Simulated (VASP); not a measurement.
# Sn (Im-3m) in VASP: a series of runs

Runs on Sn. Level: revPBE. Tasks: single point.

Program: VASP 6.6.1. These are calculated values, not measurements. Logs are shortened: lines on timing, memory, paths and dates and some standing lists are left out, and cuts for length are marked.

### Step 1. The cell of the first run

Symmetry: Im-3m, No. 229, cubic system. The conventional cell has a = 3.834 Å, b = 3.834 Å, c = 3.834 Å, α = 90.00°, β = 90.00°, γ = 90.00°. Within 4.4 Å of Sn (site symmetry m-3m) lie 14 Sn at 3.32 to 3.83 Å.

### Step 2. Single point, revPBE

Input file INCAR:

```
SYSTEM = Sn
PREC     = Accurate       ! precision mode
ENCUT    = 520            ! plane-wave cutoff, eV
EDIFF    = 1E-6           ! SCF threshold, eV
ISMEAR   = -1             ! smearing method
SIGMA    = 0.1            ! smearing width, eV
LREAL    = .False.        ! projectors in reciprocal space
LASPH    = .True.         ! aspherical terms in the spheres
NELM     = 80             ! most SCF steps
ALGO     = Normal         ! electronic algorithm
ISIF     = 2              ! what is computed and relaxed
LWAVE    = .False.        ! write WAVECAR
LCHARG   = .False.        ! write CHGCAR
GGA      = RE             ! functional
NBANDS   = 13             ! bands
```

Input file KPOINTS:

```
Automatic mesh
0
Gamma
  12 12 12
  0 0 0
```

Input file POSCAR:

```
Sn
1.0
   -1.9170397108      1.9170397108      1.9170397108
    1.9170397108     -1.9170397108      1.9170397108
    1.9170397108      1.9170397108     -1.9170397108
Sn
1
Direct
    0.0000000000      0.0000000000      0.0000000000
```

Potentials or basis: VASP PAW PBE potentials, release 64 (Sn_d).

The run is started by

```bash
cat potpaw_PBE.64/Sn_d/POTCAR > POTCAR
mpirun -np 1 vasp_std > vasp.out
```

OUTCAR:

```text
SYSTEM = Sn
   PREC = Accurate
   ENCUT = 520
   EDIFF = 1E-6
   ISMEAR = -1
   LREAL = .False.
   LASPH = .True.
   NELM = 80
   ISIF = 2
   GGA = RE

 ion  position               nearest neighbor table
   1  0.000  0.000  0.000-

  LATTYP: Found a body centered cubic cell.
 ALAT       =     3.8340794216

  Lattice vectors:

 A1 = (  -1.9170397108,   1.9170397108,   1.9170397108)
 A2 = (   1.9170397108,  -1.9170397108,   1.9170397108)
 A3 = (   1.9170397108,   1.9170397108,  -1.9170397108)

Analysis of symmetry for initial positions (statically):
=====================================================================
 Subroutine PRICEL returns:
 Original cell was already a primitive cell.

 Routine SETGRP: Setting up the symmetry group for a
 body centered cubic supercell.

 Subroutine GETGRP returns: Found 48 space group operations
 (whereof 48 operations were pure point group operations)
 out of a pool of 48 trial point group operations.

The static configuration has the point symmetry O_h .

Analysis of symmetry for dynamics (positions and initial velocities):
=====================================================================
 Subroutine PRICEL returns:
 Original cell was already a primitive cell.

 Routine SETGRP: Setting up the symmetry group for a
 body centered cubic supercell.

 Subroutine GETGRP returns: Found 48 space group operations
 (whereof 48 operations were pure point group operations)
 out of a pool of 48 trial point group operations.

The dynamic configuration has the point symmetry O_h .

 Subroutine INISYM returns: Found 48 space group operations
 (whereof 48 operations are pure point group operations),
 and found     1 'primitive' translations

----------------------------------------------------------------------------------------

                                     Primitive cell

  volume of cell :      28.1808

  direct lattice vectors                    reciprocal lattice vectors
    -1.917039711  1.917039711  1.917039711     0.000000000  0.260818802  0.260818802
     1.917039711 -1.917039711  1.917039711     0.260818802  0.000000000  0.260818802
     1.917039711  1.917039711 -1.917039711     0.260818802  0.260818802  0.000000000

  length of vectors
     3.320410179  3.320410179  3.320410179     0.368853487  0.368853487  0.368853487

  position of ions in fractional coordinates (direct lattice)
     0.000000000  0.000000000  0.000000000

  ion indices of the primitive-cell ions
   primitive index   ion index
                 1           1

----------------------------------------------------------------------------------------

 KPOINTS: Automatic mesh

Automatic generation of k-mesh.
 Grid dimensions read from file:
 generate k-points for:   12   12   12

 Generating k-lattice:

  Cartesian coordinates                     Fractional coordinates (reciprocal lattice)
     0.000000000  0.021734900  0.021734900     0.083333333  0.000000000  0.000000000
     0.021734900  0.000000000  0.021734900     0.000000000  0.083333333  0.000000000
     0.021734900  0.021734900  0.000000000     0.000000000  0.000000000  0.083333333

  Length of vectors
     0.030737791  0.030737791  0.030737791

  Shift w.r.t. Gamma in fractional coordinates (k-lattice)
     0.000000000  0.000000000  0.000000000

 Subroutine IBZKPT returns following result:
 ===========================================

 Found     72 irreducible k-points:

 Following reciprocal coordinates:
            Coordinates               Weight
  0.000000  0.000000  0.000000      1.000000
  0.083333  0.000000  0.000000     12.000000
  0.166667  0.000000  0.000000     12.000000
  0.250000  0.000000  0.000000     12.000000
  0.333333  0.000000  0.000000     12.000000
  0.416667  0.000000  0.000000     12.000000
[... 16 lines left out ...]
  0.333333  0.083333  0.083333     24.000000
  0.416667  0.083333  0.083333     12.000000
 [... further k-points ...]
   k-points           NKPTS =     72   k-points in BZ     NKDIM =     72   number of bands    NBANDS=     13
   number of dos      NEDOS =    301   number of ions     NIONS =      1
   total plane-waves  NPLWV =  21952
   dimension x,y,z NGX =    28 NGY =   28 NGZ =   28
   dimension x,y,z NGXF=    56 NGYF=   56 NGZF=   56
   ions per type =               1
   NGX,Y,Z   is equivalent  to a cutoff of  14.02, 14.02, 14.02 a.u.
   NGXF,Y,Z  is equivalent  to a cutoff of  28.04, 28.04, 28.04 a.u.
 SYSTEM =  Sn
   PREC   = accura    normal or accurate (medium, high low for compatibility)
   ISTART =      0    job   : 0-new  1-cont  2-samecut
   ICHARG =      2    charge: 1-file 2-atom 10-const
   ISPIN  =      1    spin polarized calculation?
   LNONCOLLINEAR =      F non collinear calculations
   LSORBIT =      F    spin-orbit coupling
   LASPH  =      T    aspherical Exc in radial PAW
   ENCUT  =  520.0 eV  38.22 Ry    6.18 a.u.   6.17  6.17  6.17*2*pi/ulx,y,z
   NELM   =     80;   NELMIN=  2; NELMDL= -5     # of ELM steps
   EDIFF  = 0.1E-05   stopping-criterion for ELM
   LREAL  =      F    real-space projection
   EDIFFG = 0.1E-04   stopping-criterion for IOM
   NSW    =      0    number of steps for IOM
   IBRION =     -1    ionic relax: 0-MD 1-quasi-New 2-CG
   NFREE  =      0    steps in history (QN), initial steepest desc. (CG)
   ISIF   =      2    stress and relaxation
   ISYM   =      2    0-nonsym 1-usesym 2-fastsym
   POTIM  = 0.5000    time-step for ionic-motion
   TEBEG  =    0.0;   TEEND  =   0.0 temperature during run
   PSTRESS=    0.0 pullay stress
   NELECT =      14.0000    total number of electrons
   NUPDOWN=      -1.0000    fix difference up-down
   EMIN   =  10.00;   EMAX   =-10.00  energy-range for DOS
   EFERMI =   0.00;   METHOD = LEGACY
   ISMEAR =    -1;   SIGMA  =   0.10  broadening in eV -4-tet -1-fermi 0-gaus
   EFERMI_NEDOS =   21; number of points for ismear=-14 and -15
   IALGO  =     38    algorithm
   IMIX   =      4    mixing-type and parameters
     AMIX     =   0.40;   BMIX     =  1.00
     AMIX_MAG =   1.60;   BMIX_MAG =  1.00
  volume/ion in A,a.u.               =      28.18       190.17
  Fermi-wavevector in a.u.,A,eV,Ry     =   1.296581  2.450183 22.873066  1.681123
  Thomas-Fermi vector in A             =   2.428028
   LORBIT       =      0    0 simple, 1 ext, 2 COOP (PROOUT), +10 PAW based schemes
   GGA     = RE    functional components
   LHFCALC =     F    Hartree Fock is set to
   AEXX    =    0.0000 exact exchange contribution
   IVDW    =     0    specifies the selected vdW correction
   LEPSILON=     F    determine dielectric tensor
   LRPA    =     F    only Hartree local field effects (RPA)
 non-spin polarized calculation
  energy-cutoff  :      520.00
  volume of cell :       28.18
 maximum number of plane-waves:       784
 NGX is ok and might be reduce to    28
   NGX = 13   NGY = 13   NGZ = 13

 number of electron      14.0000000 magnetization

 Free energy of the ion-electron system (eV)
  ---------------------------------------------------
  ext. energy  EPLUGINS =         0.00000000
  ---------------------------------------------------
  free energy    TOTEN  =        -3.47779138 eV

  energy without entropy =       -3.45797501  energy(sigma->0) =       -3.46788319

 E-fermi :   7.7861     XC(G=0): -10.1426

 val. band max:        7.7474663069   @ k =   0.2500   0.1667   0.1667
 cond. band min:       7.8425875355   @ k =  -0.3333   0.3333   0.2500
 fundamental gap:      0.0951212286
 Fermi energy:         7.7860605700

 k-point     1 :       0.0000    0.0000    0.0000
  band No.  band energies     occupation
      1     -13.8568      2.00000
      2     -13.8568      2.00000
      3     -13.8568      2.00000
      4     -13.7342      2.00000
      5     -13.7342      2.00000
      6      -3.0749      2.00000
      7      15.4254      0.00000
      8      15.4254      0.00000
      9      15.4254      0.00000
     10      19.7496      0.00000
     11      19.7496      0.00000
     12      19.7496      0.00000
     13      20.1906      0.00000

 k-point     2 :       0.0833    0.0000    0.0000
  band No.  band energies     occupation
      1     -13.8595      2.00000
      2     -13.8527      2.00000
      3     -13.8438      2.00000
      4     -13.7372      2.00000
      5     -13.7346      2.00000
      6      -2.9280      2.00000
      7      14.1987      0.00000
      8      14.8746      0.00000
      9      15.2419      0.00000
     10      18.3748      0.00000
     11      18.6694      0.00000
     12      19.4485      0.00000
     13      20.8427      0.00000

 k-point     3 :       0.1667    0.0000    0.0000
  band No.  band energies     occupation
      1     -13.8668      2.00000
      2     -13.8429      2.00000
      3     -13.8083      2.00000
      4     -13.7445      2.00000
      5     -13.7357      2.00000
      6      -2.4871      2.00000
      7      11.7550      0.00000
      8      13.8005      0.00000
      9      14.7413      0.00000
     10      17.2660      0.00000
     11      17.6415      0.00000
     12      19.3960      0.00000
     13      21.2309      0.00000
[... 305 lines left out ...]
 k-point    23 :       0.3333    0.0833    0.0833
  band No.  band energies     occupation
      1     -13.8827      2.00000
      2     -13.8297      2.00000
      3     -13.7437      2.00000
      4     -13.7396      2.00000
      5     -13.6878      2.00000
      6       0.7564      2.00000
      7       4.9460      2.00000
      8       9.7286      0.00000
      9      11.1574      0.00000
     10      17.8908      0.00000
     11      18.4243      0.00000
     12      22.1624      0.00000
     13      23.3186      0.00000

 k-point    24 :       0.4167    0.0833    0.0833
  band No.  band energies     occupation
      1     -13.8848      2.00000
      2     -13.8287      2.00000
      3     -13.7406      2.00000
      4     -13.7397      2.00000
      5     -13.6802      2.00000
      6       1.6111      2.00000
      7       3.8266      2.00000
      8       9.5420      0.00000
      9      11.0258      0.00000
     10      17.7863      0.00000
     11      18.3311      0.00000
     12      22.7910      0.00000
     13      23.7579      0.00000

 [... further k-points ...]

------------------------ aborting loop because EDIFF is reached ----------------------------------------

  FORCE on cell =-STRESS in cart. coord.  units (eV):
  Direction    XX          YY          ZZ          XY          YZ          ZX
  --------------------------------------------------------------------------------------
  -------------------------------------------------------------------------------------
  Total       -0.0080081     -0.0080081     -0.0080081      0.0000000      0.0000000     -0.0000000
  in kB       -0.4552866     -0.4552866     -0.4552866      0.0000000      0.0000000     -0.0000000
  external PRESSURE =      -0.4552866 kB  Pullay stress =       0.0000000 kB

 VOLUME and BASIS-vectors are now :
 -----------------------------------------------------------------------------
  energy-cutoff  :      520.00
  volume of cell :       28.18
      direct lattice vectors                 reciprocal lattice vectors
    -1.917039711  1.917039711  1.917039711     0.000000000  0.260818802  0.260818802
     1.917039711 -1.917039711  1.917039711     0.260818802  0.000000000  0.260818802
     1.917039711  1.917039711 -1.917039711     0.260818802  0.260818802  0.000000000

 POSITION                                       TOTAL-FORCE (eV/Angst)
 -----------------------------------------------------------------------------------
      0.00000      0.00000      0.00000         0.000000      0.000000      0.000000
 -----------------------------------------------------------------------------------
    total drift:                               -0.000000     -0.000000     -0.000000

  FREE ENERGIE OF THE ION-ELECTRON SYSTEM (eV)
  ---------------------------------------------------
  free  energy   TOTEN  =        -3.4777913814 eV

  energy  without entropy=       -3.4579750064  energy(sigma->0) =       -3.46788319
```

Run time: 14 s. Hardware: 1 thread of Intel Xeon Platinum 8559C (Emerald Rapids), shared host; peak memory 0.16 GiB.

Results:

```yaml
Free_energy: -3.4778 eV
Pressure: 0.0 GPa
Band_gap_on_the_k_mesh: zero (band 7 reaches 15.43 eV, above the bottom of band 8 at 5.39 eV)
```

Levels at points of the mesh, in eV from the Fermi level:
| k point | band 3 | band 4 | band 5 | band 6 | band 7 | band 8 | band 9 | band 10 | band 11 | band 12 |
| --- | --- | --- | --- | --- | --- | --- | --- | --- | --- | --- |
| (0.00, 0.00, 0.00) | -21.64 | -21.52 | -21.52 | -10.86 | 7.64 | 7.64 | 7.64 | 11.96 | 11.96 | 11.96 |
| (0.50, 0.00, 0.00) | -21.53 | -21.53 | -21.45 | -6.39 | -4.29 | 3.46 | 5.28 | 7.69 | 8.06 | 14.61 |
| (0.50, 0.50, 0.50) | -21.46 | -21.46 | -21.46 | -2.67 | -0.47 | -0.47 | -0.47 | 3.77 | 3.77 | 17.94 |

Caveat: the PAW data sets were made with another functional, which shifts forces and pressure a little; spin-orbit coupling is left out, which moves the levels of the heavy elements.

### Step 3. Single point, revPBE (volume scaled by 0.88)

Input file INCAR:

```
SYSTEM = Sn
PREC = Accurate ; ENCUT = 520
EDIFF = 1E-7 ; ISMEAR = -1
SIGMA = 0.1 ; LREAL = .False.
LASPH = .True. ; NELM = 80
ALGO = Normal ; ISIF = 2
LWAVE = .False. ; LCHARG = .True.
GGA = RE ; LELF = .True.
LVHAR = .True. ; NBANDS = 13
```

Input file KPOINTS:

```
Automatic mesh
0
Gamma
  13 13 13
  0 0 0
```

Input file POSCAR:

```
Sn
1.0
   -1.8370684275      1.8370684275      1.8370684275
    1.8370684275     -1.8370684275      1.8370684275
    1.8370684275      1.8370684275     -1.8370684275
Sn
1
Direct
    0.0000000000      0.0000000000      0.0000000000
```

Potentials or basis: VASP PAW PBE potentials, release 64 (Sn_d).

The run is started by

```bash
cat potpaw_PBE.64/Sn_d/POTCAR > POTCAR
mpirun -np 1 vasp_std > vasp.out
```

OUTCAR:

```text
SYSTEM = Sn
   PREC = Accurate
   ENCUT = 520
   EDIFF = 1E-7
   ISMEAR = -1
   LREAL = .False.
   LASPH = .True.
   NELM = 80
   ISIF = 2
   GGA = RE

 ion  position               nearest neighbor table
   1  0.000  0.000  0.000-

  LATTYP: Found a body centered cubic cell.
 ALAT       =     3.6741368550

  Lattice vectors:

 A1 = (  -1.8370684275,   1.8370684275,   1.8370684275)
 A2 = (   1.8370684275,  -1.8370684275,   1.8370684275)
[... 562 lines left out ...]
     13      24.9357      0.00000

 [... further k-points ...]

------------------------ aborting loop because EDIFF is reached ----------------------------------------

  FORCE on cell =-STRESS in cart. coord.  units (eV):
  Direction    XX          YY          ZZ          XY          YZ          ZX
  --------------------------------------------------------------------------------------
  -------------------------------------------------------------------------------------
  Total        1.2242852      1.2242852      1.2242852     -0.0000000      0.0000000      0.0000000
  in kB       79.0964848     79.0964848     79.0964848     -0.0000000      0.0000000      0.0000000
  external PRESSURE =      79.0964848 kB  Pullay stress =       0.0000000 kB

 VOLUME and BASIS-vectors are now :
 -----------------------------------------------------------------------------
  energy-cutoff  :      520.00
  volume of cell :       24.80
      direct lattice vectors                 reciprocal lattice vectors
    -1.837068427  1.837068427  1.837068427     0.000000000  0.272172769  0.272172769
     1.837068427 -1.837068427  1.837068427     0.272172769  0.000000000  0.272172769
     1.837068427  1.837068427 -1.837068427     0.272172769  0.272172769  0.000000000

 POSITION                                       TOTAL-FORCE (eV/Angst)
 -----------------------------------------------------------------------------------
      0.00000      0.00000      0.00000        -0.000000      0.000000     -0.000000
 -----------------------------------------------------------------------------------
    total drift:                                0.000000      0.000000      0.000000

  FREE ENERGIE OF THE ION-ELECTRON SYSTEM (eV)
  ---------------------------------------------------
  free  energy   TOTEN  =        -3.4006568553 eV

  energy  without entropy=       -3.3792266429  energy(sigma->0) =       -3.38994175
```

OSZICAR:

```text
N       E                     dE             d eps       ncg     rms          rms(c)
DAV:   1     0.809700338389E+02    0.80970E+02   -0.72504E+03  2247   0.168E+03
DAV:   2     0.198604854535E+01   -0.78984E+02   -0.76377E+02  2284   0.338E+02
DAV:   3    -0.331088142384E+01   -0.52969E+01   -0.52809E+01  2607   0.722E+01
DAV:   4    -0.341146605828E+01   -0.10058E+00   -0.10057E+00  2552   0.105E+01
DAV:   5    -0.341462428236E+01   -0.31582E-02   -0.31582E-02  2781   0.184E+00    0.161E+00
DAV:   6    -0.340450871653E+01    0.10116E-01   -0.93377E-03  2765   0.177E+00    0.908E-01
DAV:   7    -0.340076924015E+01    0.37395E-02   -0.68679E-03  2765   0.148E+00    0.107E-01
DAV:   8    -0.340065793408E+01    0.11131E-03   -0.74082E-04  2710   0.447E-01    0.256E-02
DAV:   9    -0.340065672467E+01    0.12094E-05   -0.13716E-05  2966   0.490E-02    0.154E-02
DAV:  10    -0.340065672677E+01   -0.20914E-08   -0.26424E-06  2729   0.214E-02    0.106E-03
DAV:  11    -0.340065697793E+01   -0.25116E-06   -0.10667E-07  1877   0.548E-03    0.179E-04
DAV:  12    -0.340065682685E+01    0.15108E-06   -0.28721E-08  1447   0.272E-03    0.118E-04
DAV:  13    -0.340065685535E+01   -0.28501E-07   -0.97159E-09  1387   0.149E-03
   1 F= -.34006569E+01 E0= -.33899417E+01  d E =-.214302E-01
```

Run time: 9.4 s. Hardware: 1 thread of Intel Xeon Platinum 8559C (Emerald Rapids), shared host; peak memory 0.15 GiB.

Results:

* Free energy: -3.4007 eV
* Pressure: 7.9 GPa
* Band gap on the k mesh: zero (band 7 reaches 18.25 eV, above the bottom of band 8 at 6.68 eV)

Levels at points of the mesh, in eV from the Fermi level:
| k point | band 3 | band 4 | band 5 | band 6 | band 7 | band 8 | band 9 | band 10 | band 11 | band 12 |
| --- | --- | --- | --- | --- | --- | --- | --- | --- | --- | --- |
| (0.00, 0.00, 0.00) | -21.67 | -21.49 | -21.49 | -11.77 | 8.92 | 8.92 | 8.92 | 12.27 | 12.27 | 12.27 |

Caveat: the PAW data sets were made with another functional, which shifts forces and pressure a little; spin-orbit coupling is left out, which moves the levels of the heavy elements.
